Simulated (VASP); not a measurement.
A run of VASP 6.6.1 is set up as follows.

File POSCAR:

```
GaN
1.0
    0.0000000000      2.2826708204      2.2152027174
    2.2826708204      0.0000000000      2.2152027174
    2.2826708204      2.2826708204      0.0000000000
Ga N
1 1
Direct
    0.0000000000      0.0000000000      0.0000000000
    0.7500000000      0.7500000000      0.7500000000
```

File INCAR.step1:

```
SYSTEM = GaN
PREC     = Accurate       ! precision mode
ENCUT    = 520            ! plane-wave cutoff, eV
ISMEAR   = 0              ! smearing method
SIGMA    = 0.05           ! smearing width, eV
LREAL    = .False.        ! projectors in reciprocal space
LASPH    = .True.         ! aspherical terms in the spheres
NELM     = 80             ! most SCF steps
NBANDS   = 16             ! bands
GGA      = PE             ! functional
ALGO     = Normal         ! electronic algorithm
EDIFF    = 1E-4           ! SCF threshold, eV
LWAVE    = .True.         ! write WAVECAR
LCHARG   = .False.        ! write CHGCAR
```

Contents of INCAR.step2:

```
SYSTEM = GaN
PREC     = Accurate       ! precision mode
ENCUT    = 520            ! plane-wave cutoff, eV
EDIFF    = 1E-6           ! SCF threshold, eV
ISMEAR   = 0              ! smearing method
SIGMA    = 0.05           ! smearing width, eV
LREAL    = .False.        ! projectors in reciprocal space
LASPH    = .True.         ! aspherical terms in the spheres
NELM     = 80             ! most SCF steps
ALGO     = Normal         ! electronic algorithm
ISIF     = 2              ! what is computed and relaxed
LWAVE    = .False.        ! write WAVECAR
LCHARG   = .True.         ! write CHGCAR
METAGGA  = R2SCAN         ! meta-GGA
LMIXTAU  = .True.       
LELF     = .True.         ! ELF
LVHAR    = .True.       
NBANDS   = 16             ! bands
ISTART   = 1
```

Contents of KPOINTS:

```
regular mesh
0
Gamma
  10 10 10
  0 0 0
```

Potentials or basis: VASP PAW PBE potentials, release 64 (Ga_d, N).

Launch:

```console
$ cat potpaw_PBE.64/Ga_d/POTCAR potpaw_PBE.64/N/POTCAR > POTCAR
$ cp INCAR.step1 INCAR
$ mpirun -np 1 vasp_std > vasp.out
$ cp INCAR.step2 INCAR
$ mpirun -np 1 vasp_std > vasp.out
```

Task: Predict the pressure.

Result: -1.8 GPa.

Task: What does it give for the band gap on the k mesh?

Result: 1.97 eV, direct.

Stress tensor (GPa, compression positive):
```
-2.97  0.00  0.00
 0.00 -2.97  0.00
 0.00  0.00  0.68
```

Caveat: the cell differs from its parent crystal (strain +0.015 along x and y, -0.015 along z); the PAW data sets were made with another functional, which shifts forces and pressure a little.
